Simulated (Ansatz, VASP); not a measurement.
**One calculation of BAs, two programs**

```
CELL_PARAMETERS angstrom
0.00000 2.39187 2.39187
2.39187 0.00000 2.39187
2.39187 2.39187 0.00000
ATOMIC_POSITIONS crystal
B 0.00000 0.00000 0.00000
As 0.25000 0.25000 0.25000
```

Alike in both runs: task single point; functional r2SCAN; k mesh 8 × 8 × 8; no spin polarisation.

```csv
,VASP,Ansatz
version,VASP 6.6.1,Ansatz 0.2.0
potentials or method,"VASP PAW PBE potentials, release 64 (B, As)","plane waves, PAW"
plane-wave cutoff (eV),520,500
occupations,"gaussian, width 0.01 eV",fixed
valence electrons in the cell,8,18
```

|  | VASP | Ansatz | Ansatz less VASP |
| --- | --- | --- | --- |
| gap on the k mesh at the Fermi level (eV) | 1.39 | 1.39 | 0.000 |

VASP's potentials were made for PBE, not for r2SCAN. VASP's potentials hold 8 valence electrons a cell and Ansatz's 18, so a difference there can come from the potentials and not from the codes.
